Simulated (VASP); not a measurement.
# Pb (P6/mmm) in VASP: a series of runs, part 2 of 2

VASP 6.6.1.

## Step 3: Single point, PBEsol

Contents of INCAR:

```
SYSTEM = Pb
ALGO = Normal
EDIFF = 1E-6
ENCUT = 520
GGA = PS
ISIF = 2
ISMEAR = -1
LASPH = .TRUE.
LCHARG = .FALSE.
LREAL = .FALSE.
LWAVE = .FALSE.
NBANDS = 28
NELM = 100
PREC = Accurate
SIGMA = 0.1
```

Contents of KPOINTS:

```
k-points
0
G
  9 9 12
  0 0 0
```

Contents of POSCAR:

```
Pb
1.0
    5.5617097157      0.0000000000      0.0000000000
   -2.7808548579      4.8165819023      0.0000000000
    0.0000000000      0.0000000000      3.3786890005
Pb
3
Direct
    1.0000000000      1.0000000000      0.0000000000
    0.3333333333      0.6666666667      0.5000000000
    0.6666666667      0.3333333333      0.5000000000
```

Potentials or basis: VASP PAW PBE potentials, release 64 (Pb_d).

Started as:

```console
cat potpaw_PBE.64/Pb_d/POTCAR > POTCAR
mpirun -np 1 vasp_std > vasp.out
```

OUTCAR:

```text
SYSTEM = Pb
   EDIFF = 1E-6
   ENCUT = 520
   GGA = PS
   ISIF = 2
   ISMEAR = -1
   LASPH = .TRUE.
   LREAL = .FALSE.
   NELM = 100
   PREC = Accurate

 ion  position               nearest neighbor table
   1  0.000  0.000  0.000-   2 3.63   3 3.63   2 3.63   3 3.63   3 3.63   3 3.63   2 3.63   2 3.63
                             3 3.63   3 3.63   2 3.63   2 3.63
   2  0.333  0.667  0.500-   3 3.21   3 3.21   3 3.21   1 3.63   1 3.63   1 3.63   1 3.63   1 3.63
                             1 3.63
   3  0.667  0.333  0.500-   2 3.21   2 3.21   2 3.21   1 3.63   1 3.63   1 3.63   1 3.63   1 3.63
                             1 3.63

  LATTYP: Found a hexagonal cell.
 ALAT       =     5.5617097157
 C/A-ratio  =     0.6074910726

  Lattice vectors:

 A1 = (   5.5617097157,   0.0000000000,   0.0000000000)
 A2 = (  -2.7808548579,   4.8165819023,   0.0000000000)
 A3 = (   0.0000000000,   0.0000000000,   3.3786890005)

Analysis of symmetry for initial positions (statically):
=====================================================================
 Subroutine PRICEL returns:
 Original cell was already a primitive cell.

 Routine SETGRP: Setting up the symmetry group for a
 hexagonal supercell.

 Subroutine GETGRP returns: Found 24 space group operations
 (whereof 24 operations were pure point group operations)
 out of a pool of 24 trial point group operations.

The static configuration has the point symmetry D_6h.

Analysis of symmetry for dynamics (positions and initial velocities):
=====================================================================
 Subroutine PRICEL returns:
 Original cell was already a primitive cell.

 Routine SETGRP: Setting up the symmetry group for a
 hexagonal supercell.

 Subroutine GETGRP returns: Found 24 space group operations
 (whereof 24 operations were pure point group operations)
 out of a pool of 24 trial point group operations.

The dynamic configuration has the point symmetry D_6h.

 Subroutine INISYM returns: Found 24 space group operations
 (whereof 24 operations are pure point group operations),
 and found     1 'primitive' translations

----------------------------------------------------------------------------------------

                                     Primitive cell

  volume of cell :      90.5098

  direct lattice vectors                    reciprocal lattice vectors
     5.561709716  0.000000000  0.000000000     0.179800826  0.103808055  0.000000000
    -2.780854858  4.816581902  0.000000000     0.000000000  0.207616110  0.000000000
     0.000000000  0.000000000  3.378689001     0.000000000  0.000000000  0.295972787

  length of vectors
     5.561709716  5.561709716  3.378689001     0.207616110  0.207616110  0.295972787

  position of ions in fractional coordinates (direct lattice)
     0.000000000  0.000000000  0.000000000
     0.333333333  0.666666667  0.500000000
     0.666666667  0.333333333  0.500000000

  ion indices of the primitive-cell ions
   primitive index   ion index
                 1           1
                 2           2
                 3           3

----------------------------------------------------------------------------------------

 KPOINTS: k-points

Automatic generation of k-mesh.
 Grid dimensions read from file:
 generate k-points for:    9    9   12

 Generating k-lattice:

  Cartesian coordinates                     Fractional coordinates (reciprocal lattice)
     0.019977870  0.011534228  0.000000000     0.111111111  0.000000000  0.000000000
     0.000000000  0.023068457  0.000000000     0.000000000  0.111111111  0.000000000
     0.000000000  0.000000000  0.024664399     0.000000000  0.000000000  0.083333333

  Length of vectors
     0.023068457  0.023068457  0.024664399

  Shift w.r.t. Gamma in fractional coordinates (k-lattice)
     0.000000000  0.000000000  0.000000000

 Subroutine IBZKPT returns following result:
 ===========================================

 Found     84 irreducible k-points:

 Following reciprocal coordinates:
            Coordinates               Weight
  0.000000  0.000000  0.000000      1.000000
  0.111111 -0.000000  0.000000      6.000000
  0.222222 -0.000000  0.000000      6.000000
  0.333333  0.000000  0.000000      6.000000
  0.444444 -0.000000  0.000000      6.000000
  0.111111  0.111111  0.000000      6.000000
[... 16 lines left out ...]
  0.333333  0.222222  0.083333     24.000000
  0.333333  0.333333  0.083333      4.000000
 [... further k-points ...]
   k-points           NKPTS =     84   k-points in BZ     NKDIM =     84   number of bands    NBANDS=     28
   number of dos      NEDOS =    301   number of ions     NIONS =      3
   total plane-waves  NPLWV =  49392
   dimension x,y,z NGX =    42 NGY =   42 NGZ =   28
   dimension x,y,z NGXF=    84 NGYF=   84 NGZF=   56
   ions per type =               3
   NGX,Y,Z   is equivalent  to a cutoff of  12.55, 12.55, 13.78 a.u.
   NGXF,Y,Z  is equivalent  to a cutoff of  25.11, 25.11, 27.55 a.u.
 SYSTEM =  Pb
   PREC   = accura    normal or accurate (medium, high low for compatibility)
   ISTART =      0    job   : 0-new  1-cont  2-samecut
   ICHARG =      2    charge: 1-file 2-atom 10-const
   ISPIN  =      1    spin polarized calculation?
   LNONCOLLINEAR =      F non collinear calculations
   LSORBIT =      F    spin-orbit coupling
   LASPH  =      T    aspherical Exc in radial PAW
   ENCUT  =  520.0 eV  38.22 Ry    6.18 a.u.  10.34 10.34  6.28*2*pi/ulx,y,z
   NELM   =    100;   NELMIN=  2; NELMDL= -5     # of ELM steps
   EDIFF  = 0.1E-05   stopping-criterion for ELM
   LREAL  =      F    real-space projection
   EDIFFG = 0.1E-04   stopping-criterion for IOM
   NSW    =      0    number of steps for IOM
   IBRION =     -1    ionic relax: 0-MD 1-quasi-New 2-CG
   NFREE  =      0    steps in history (QN), initial steepest desc. (CG)
   ISIF   =      2    stress and relaxation
   ISYM   =      2    0-nonsym 1-usesym 2-fastsym
   POTIM  = 0.5000    time-step for ionic-motion
   TEBEG  =    0.0;   TEEND  =   0.0 temperature during run
   PSTRESS=    0.0 pullay stress
   NELECT =      42.0000    total number of electrons
   NUPDOWN=      -1.0000    fix difference up-down
   EMIN   =  10.00;   EMAX   =-10.00  energy-range for DOS
   EFERMI =   0.00;   METHOD = LEGACY
   ISMEAR =    -1;   SIGMA  =   0.10  broadening in eV -4-tet -1-fermi 0-gaus
   EFERMI_NEDOS =   21; number of points for ismear=-14 and -15
   IALGO  =     38    algorithm
   IMIX   =      4    mixing-type and parameters
     AMIX     =   0.40;   BMIX     =  1.00
     AMIX_MAG =   1.60;   BMIX_MAG =  1.00
  volume/ion in A,a.u.               =      30.17       203.60
  Fermi-wavevector in a.u.,A,eV,Ry     =   1.267436  2.395107 21.856324  1.606394
  Thomas-Fermi vector in A             =   2.400584
   LORBIT       =      0    0 simple, 1 ext, 2 COOP (PROOUT), +10 PAW based schemes
   GGA     = PS    functional components
   LHFCALC =     F    Hartree Fock is set to
   AEXX    =    0.0000 exact exchange contribution
   IVDW    =     0    specifies the selected vdW correction
   LEPSILON=     F    determine dielectric tensor
   LRPA    =     F    only Hartree local field effects (RPA)
 non-spin polarized calculation
  energy-cutoff  :      520.00
  volume of cell :       90.51
 maximum number of plane-waves:      2460
 NGX is ok and might be reduce to    42
   NGX = 21   NGY = 21   NGZ = 13

 number of electron      42.0000008 magnetization

 Free energy of the ion-electron system (eV)
  ---------------------------------------------------
  ext. energy  EPLUGINS =         0.00000000
  ---------------------------------------------------
  free energy    TOTEN  =       -11.87034550 eV

  energy without entropy =      -11.81574625  energy(sigma->0) =      -11.84304588

 E-fermi :   7.1450     XC(G=0): -10.3604

 val. band max:        7.1411567531   @ k =   0.2222   0.2222   0.3333
 cond. band min:       7.1513180444   @ k =   0.1111   0.1111   0.0833
 fundamental gap:      0.0101612914
 Fermi energy:         7.1449643024

 k-point     1 :       0.0000    0.0000    0.0000
  band No.  band energies     occupation
      1     -10.0750      2.00000
      2      -9.9456      2.00000
      3      -9.8802      2.00000
      4      -9.8802      2.00000
      5      -9.8132      2.00000
      6      -9.8132      2.00000
[... 20 lines left out ...]
     27      14.9086      0.00000
     28      15.0243      0.00000
[... 683 lines left out ...]
 k-point    24 :       0.3333    0.3333    0.0833
  band No.  band energies     occupation
      1     -10.0224      2.00000
      2      -9.9481      2.00000
      3      -9.9481      2.00000
      4      -9.9414      2.00000
      5      -9.8660      2.00000
      6      -9.8660      2.00000
[... 20 lines left out ...]
     27      12.2662      0.00000
     28      15.4704      0.00000

 [... further k-points ...]
[... 5 lines left out ...]
  --------------------------------------------------------------------------------------
  -------------------------------------------------------------------------------------
  Total       -0.0072005     -0.0072005     -0.2607378      0.0000000      0.0000000     -0.0000000
  in kB       -0.1274607     -0.1274607     -4.6155035      0.0000000      0.0000000     -0.0000000
  external PRESSURE =      -1.6234749 kB  Pullay stress =       0.0000000 kB

 VOLUME and BASIS-vectors are now :
 -----------------------------------------------------------------------------
  energy-cutoff  :      520.00
  volume of cell :       90.51
      direct lattice vectors                 reciprocal lattice vectors
     5.561709716  0.000000000  0.000000000     0.179800826  0.103808055  0.000000000
    -2.780854858  4.816581902  0.000000000     0.000000000  0.207616110  0.000000000
     0.000000000  0.000000000  3.378689001     0.000000000  0.000000000  0.295972787

 POSITION                                       TOTAL-FORCE (eV/Angst)
 -----------------------------------------------------------------------------------
      0.00000      0.00000      0.00000        -0.000000      0.000000     -0.000000
     -0.00000      3.21105      1.68934        -0.000000      0.000000     -0.000000
      2.78085      1.60553      1.68934         0.000000      0.000000      0.000000
 -----------------------------------------------------------------------------------
    total drift:                                0.000000      0.000000     -0.000000

  FREE ENERGIE OF THE ION-ELECTRON SYSTEM (eV)
  ---------------------------------------------------
  free  energy   TOTEN  =       -11.8703455046 eV

  energy  without entropy=      -11.8157462495  energy(sigma->0) =      -11.84304588
```

stdout:

```text
POSCAR found type information on POSCAR Pb
 POSCAR found :  1 types and       3 ions
 scaLAPACK will be used
 -----------------------------------------------------------------------------
|                                                                             |
|                                                                             |
|     You enforced a specific xc type in the INCAR file but a different       |
|     I HOPE YOU KNOW WHAT YOU ARE DOING!                                     |
|                                                                             |
 -----------------------------------------------------------------------------

 LDA part: xc-table for (Slater+PW92), standard interpolation
 POSCAR, INCAR and KPOINTS ok, starting setup
 FFT: planning ... GRIDC
 FFT: planning ... GRID_SOFT
 FFT: planning ... GRID
 WAVECAR not read
 entering main loop
```

Wall time 1.9 min (1 thread of Intel Xeon 6975P-C, shared host); peak memory 0.31 GiB.

What came out:

```
Free energy            : -11.8703 eV
Pressure               : -0.2 GPa
Band gap on the k mesh : zero (band 21 reaches 9.04 eV, above the bottom of band 22 at 5.09 eV)
```

Caveat: the PAW data sets were made with another functional, which shifts forces and pressure a little; spin-orbit coupling is left out, which moves the levels of the heavy elements.

## Step 4: Relaxation of cell and atoms, PBEsol

This run uses another cell than the first one, of 30.33 Å³/atom, 1.005 times its volume.

Contents of INCAR:

```
PREC     = Accurate       # precision mode
ENCUT    = 600            # plane-wave cutoff, eV
EDIFF    = 1E-7           # SCF threshold, eV
ISMEAR   = -1             # smearing method
SIGMA    = 0.1            # smearing width, eV
LREAL    = False          # projectors in reciprocal space
LASPH    = True           # aspherical terms in the spheres
NELM     = 60             # most SCF steps
ALGO     = Normal         # electronic algorithm
ISIF     = 3              # what is computed and relaxed
LWAVE    = False          # write WAVECAR
LCHARG   = False          # write CHGCAR
GGA      = PS             # functional
IBRION   = 2              # ionic algorithm
NSW      = 80             # ionic steps
EDIFFG   = -0.01          # ionic threshold
```

Contents of KPOINTS:

```
regular mesh
0
Gamma
  7 7 9
```

Contents of POSCAR:

```
Pb
1.0
    5.5548514655      0.0000000000      0.0000000000
   -2.7774257328      4.8106424834      0.0000000000
    0.0000000000      0.0000000000      3.4051239484
Pb
3
Direct
    0.0000000000      0.0000000000      0.0000000000
    0.3333333333      0.6666666667      0.5000000000
    0.6666666667      0.3333333333      0.5000000000
```

Started as:

```console
cat potpaw_PBE.64/Pb_d/POTCAR > POTCAR
mpirun -np 1 vasp_std > vasp.out
```

Wall time 5.4 min (1 thread of Intel Xeon 6975P-C, shared host); peak memory 0.3 GiB.

The run converged. Its results:

- Free energy: -11.8498 eV
- Relaxed volume: 30.18 Å³/atom
- Relaxed cell: a = 5.564 Å, b = 5.564 Å, c = 3.377 Å, α = 90.00°, β = 90.00°, γ = 120.00°
- Space group after relaxing (to 0.05 Å): P6/mmm (No. 191)
- Energy gained by relaxing: 0.4 meV/atom
- Ionic steps: 5
- Pressure after relaxing: 0.0 GPa
- Band gap on the k mesh: zero (band 21 reaches 9.16 eV, above the bottom of band 22 at 5.08 eV)

Step by step:
```csv
step,energy change (eV),largest force (eV/Å),pressure (GPa),volume (Å³)
1,0.0000,0.0000,-0.23,90.99
2,-0.0008,0.0000,0.07,90.41
3,-0.0008,0.0000,0.10,90.35
4,-0.0011,0.0000,0.05,90.46
5,-0.0011,0.0000,0.01,90.54
```

Final structure:
```cif
data_structure
_symmetry_space_group_name_H-M 'P 1'
_symmetry_Int_Tables_number 1
_cell_length_a 5.5638
_cell_length_b 5.5638
_cell_length_c 3.3773
_cell_angle_alpha 90.000
_cell_angle_beta 90.000
_cell_angle_gamma 120.000
_cell_volume 90.54
loop_
_atom_site_label
_atom_site_type_symbol
_atom_site_fract_x
_atom_site_fract_y
_atom_site_fract_z
_atom_site_occupancy
Pb1 Pb 0.00000 0.00000 0.00000 1
Pb2 Pb 0.33333 0.66667 0.50000 1
Pb3 Pb 0.66667 0.33333 0.50000 1
```

Levels at points of the mesh, in eV from the Fermi level:
```csv
k point,band 19,band 20,band 21,band 22,band 23,band 24
"(0.00, 0.00, 0.00)",-2.14,-2.14,-2.02,-2.02,2.97,6.95
```

Caveat: the PAW data sets were made with another functional, which shifts forces and pressure a little; spin-orbit coupling is left out, which moves the levels of the heavy elements.

## Step 5: The runs side by side

| task | cell | k mesh | cutoff (eV) | gap on the mesh (eV) | pressure (GPa) |
| --- | --- | --- | --- | --- | --- |
| single point | a = 5.562, b = 5.562, c = 3.379 Å, angles 90.0, 90.0, 120.0°, 3 atoms | 7 × 7 × 9 | 520 | none | -0.1 |
| single point | a = 5.562, b = 5.562, c = 3.379 Å, angles 90.0, 90.0, 120.0°, 3 atoms | 9 × 9 × 12 | 520 | none | -0.2 |
| relaxation of cell and atoms | relaxed from a = 5.555, b = 5.555, c = 3.405 Å, angles 90.0, 90.0, 120.0°, 3 atoms | 7 × 7 × 9 | 600 | none | 0.0 |

Alike in all rows: level PBEsol; potentials or basis VASP PAW PBE potentials, release 64 (Pb_d); no spin polarisation; smearing fermi-dirac 0.1 eV.

Caveats: the PAW data sets were made with another functional, which shifts forces and pressure a little; spin-orbit coupling is left out, which moves the levels of the heavy elements.

Total energies depend on the potentials used, so only differences within one code and one set of settings carry meaning.
